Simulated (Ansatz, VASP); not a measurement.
## Au: VASP beside Ansatz

```
Au
1.0
     2.76491    0.00000    0.00000
    -1.38245    2.48133    0.00000
     0.00000    0.00000    4.79058
Au
2
Direct
  0.20490 0.66667 0.75000
  0.79510 0.33333 0.25000
```

Change from the starting cell: mode 4 frozen in at -0.368 Å, normal strain along x -0.0350.

Alike in both runs: task single point; functional PBEsol; k mesh 18 × 18 × 10; occupations gaussian, width 0.15 eV; no spin polarisation.

|  | VASP | Ansatz |
| --- | --- | --- |
| version | VASP 6.6.1 | Ansatz 0.2.0 |
| potentials or method | VASP PAW PBE potentials, release 64 (Au), cutoff 520 eV | scalar-relativistic, plane waves, PAW |
| valence electrons in the cell | 22 | 38 |

```tsv
	VASP	Ansatz	Ansatz less VASP
gap on the k mesh at the Fermi level (eV)	none	none	-
pressure (GPa)	11.5	11.8	+0.33
traceless stress, the component that is largest in VASP (GPa)	7.78	7.82	+0.032
rms of the force components (eV/Å)	0.471	0.473	+0.0019
```

VASP's potentials were made for PBE, not for PBEsol. Atom by atom the forces differ by 0.002 eV/Å (rms over components). A gap of «none» marks a metal or a gap that the smearing closes. The functional is the same, so the differences come from potentials, cutoffs and numerics. VASP's potentials hold 22 valence electrons a cell and Ansatz's 38, so a difference there can come from the potentials and not from the codes.

Spin-orbit coupling is off throughout.
